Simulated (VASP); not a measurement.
A run of VASP 6.6.1 is set up as follows.

File INCAR:

```
SYSTEM = TiSi40H16Cl4
PREC = Accurate ; ENCUT = 400
EDIFF = 1E-6 ; ISMEAR = -1
SIGMA = 0.05 ; LREAL = Auto
LASPH = .TRUE. ; NELM = 120
ALGO = Normal ; ISIF = 2
LWAVE = .FALSE. ; LCHARG = .FALSE.
GGA = PS ; NBANDS = 144
GGA_COMPAT = .FALSE. ; NELMDL = -8
```

File KPOINTS:

```
Automatic mesh
0
G
  2 1 1
  0 0 0
```

File POSCAR:

```
TiSi40H16Cl4
1.0
    7.6791800000      0.0000000000      0.0000000000
    0.0000000000     15.3583590000      0.0000000000
    0.0000000000      0.0000000000     20.2555000000
H Si Ti Cl
16 40 1 4
Direct
    0.4093920184      0.0000000000      0.0493693071
    0.0906079816      0.0000000000      0.0493693071
    0.9093920184      0.0000000000      0.0493693071
    0.5906079816      0.0000000000      0.0493693071
    0.4093920184      0.2500000163      0.0493693071
    0.0906079816      0.2500000163      0.0493693071
    0.9093920184      0.2500000163      0.0493693071
    0.5906079816      0.2500000163      0.0493693071
    0.4093920184      0.5000000326      0.0493693071
    0.0906079816      0.5000000326      0.0493693071
    0.9093920184      0.5000000326      0.0493693071
    0.5906079816      0.5000000326      0.0493693071
    0.4093920184      0.7499999837      0.0493693071
    0.0906079816      0.7499999837      0.0493693071
    0.9093920184      0.7499999837      0.0493693071
    0.5906079816      0.7499999837      0.0493693071
    0.2500000000      0.0000000000      0.0920984424
    0.7500000000      0.0000000000      0.0920984424
    0.2500000000      0.2500000163      0.0920984424
    0.7500000000      0.2500000163      0.0920984424
    0.2500000000      0.5000000326      0.0920984424
    0.7500000000      0.5000000326      0.0920984424
    0.2500000000      0.7499999837      0.0920984424
    0.7500000000      0.7499999837      0.0920984424
    0.2499455671      0.1253962744      0.1555973439
    0.7499390560      0.1253848800      0.1556286934
    0.2501754094      0.3755586779      0.1618416726
    0.7501300920      0.3750844084      0.1612971292
    0.2499835920      0.6246408226      0.1563466713
    0.7506090494      0.6251160036      0.1549434968
    0.2496881177      0.8751041697      0.1604041865
    0.7502190338      0.8752293783      0.1604730073
   -0.0000345089      0.1230910802      0.2199663795
    0.4999270755      0.1230521438      0.2199617882
   -0.0009347352      0.3793046510      0.2307248895
    0.5013642082      0.3792322474      0.2307871936
   -0.0016911962      0.6222196004      0.2203845375
    0.5021438487      0.6210742958      0.2197663844
   -0.0000790449      0.8784718472      0.2290562563
    0.4998633969      0.8788797032      0.2285211918
    0.0004004334      0.0067380897      0.2941242625
    0.4995207822      0.0066886703      0.2941449483
   -0.0002340094      0.2476301667      0.2922001925
    0.5002411716      0.2475703296      0.2921973291
   -0.0091824908      0.5078607682      0.2967559428
    0.5114203600      0.5075325430      0.2969837328
   -0.0040741329      0.7469447094      0.2898511022
    0.5013798348      0.7464221275      0.2875871739
    0.2499510364      0.0335709043      0.3595613043
    0.7499643191      0.0331825816      0.3590806941
    0.2499986978      0.1744250802      0.3225885809
    0.7500102876      0.1741131328      0.3227602380
    0.2510956899      0.5381951939      0.3537925502
    0.7515551140      0.5378047876      0.3684911752
    0.2497544009      0.6808517108      0.3242695564
    0.7470625770      0.6865342840      0.3377329120
    0.8110703226      0.6909088399      0.5307857619
    0.7140837954      0.7628895769      0.4373387475
    1.0751610198      0.6473493034      0.5155389894
    0.8135574371      0.8076414284      0.5918439436
    0.6501479325      0.5972791104      0.5818511022
```

Potentials or basis: VASP PAW PBE potentials, release 64 (H, Si, Ti_sv, Cl).

Run with:

```console
$ cat potpaw_PBE.64/H/POTCAR potpaw_PBE.64/Si/POTCAR potpaw_PBE.64/Ti_sv/POTCAR potpaw_PBE.64/Cl/POTCAR > POTCAR
$ mpirun -np 1 vasp_std > vasp.out
```

Question: Estimate the band gap on the k mesh.

Answer: 0.24 eV (least direct gap 0.26 eV).

Question: Estimate the largest force.

Answer: 0.504 eV/Å.

Forces in eV/Å, atoms in the order of the input:
```
H   -0.455 -0.075 -0.062
H    0.457 -0.068 -0.067
H   -0.456 -0.067 -0.067
H    0.456 -0.073 -0.065
H   -0.488  0.099 -0.044
H    0.487  0.101 -0.043
H   -0.490  0.089 -0.053
H    0.491  0.092 -0.052
H   -0.459 -0.083 -0.049
H    0.458 -0.097 -0.057
H   -0.468 -0.112 -0.075
H    0.470 -0.102 -0.068
H   -0.478  0.067 -0.044
H    0.471  0.063 -0.042
H   -0.488  0.099 -0.068
H    0.491  0.096 -0.064
Si  -0.017 -0.171  0.074
Si   0.009 -0.162  0.072
Si   0.003  0.344  0.207
Si   0.003  0.284  0.144
Si  -0.027 -0.195  0.156
Si   0.017 -0.233  0.053
Si   0.009  0.146  0.191
Si   0.003  0.256  0.036
Si   0.001 -0.002  0.004
Si   0.001  0.001  0.003
Si   0.000 -0.004 -0.007
Si   0.002 -0.004 -0.005
Si  -0.009 -0.005  0.008
Si  -0.002  0.004 -0.001
Si  -0.005 -0.004  0.009
Si   0.001 -0.002  0.001
Si   0.000 -0.003 -0.006
Si  -0.001 -0.006 -0.003
Si  -0.001 -0.018 -0.010
Si  -0.003 -0.023 -0.011
Si   0.004  0.011  0.008
Si  -0.009  0.000  0.001
Si  -0.007 -0.010  0.014
Si   0.005 -0.015  0.010
Si  -0.002 -0.017  0.006
Si   0.001 -0.015  0.006
Si  -0.007 -0.001  0.005
Si   0.010 -0.003  0.005
Si   0.004 -0.027 -0.014
Si  -0.007 -0.027 -0.019
Si  -0.042 -0.005  0.039
Si   0.016 -0.003  0.010
Si   0.000 -0.016  0.015
Si   0.001 -0.031  0.031
Si  -0.001 -0.006 -0.001
Si   0.000  0.010 -0.004
Si  -0.007 -0.003 -0.023
Si  -0.008 -0.028 -0.054
Si  -0.001  0.024 -0.005
Si  -0.005  0.013  0.100
Ti   0.045  0.193 -0.124
Cl   0.002  0.024  0.056
Cl   0.089 -0.060 -0.032
Cl   0.049 -0.101  0.012
Cl  -0.111 -0.138 -0.037
```

Caveat: the PAW data sets were made with another functional, which shifts forces and pressure a little.
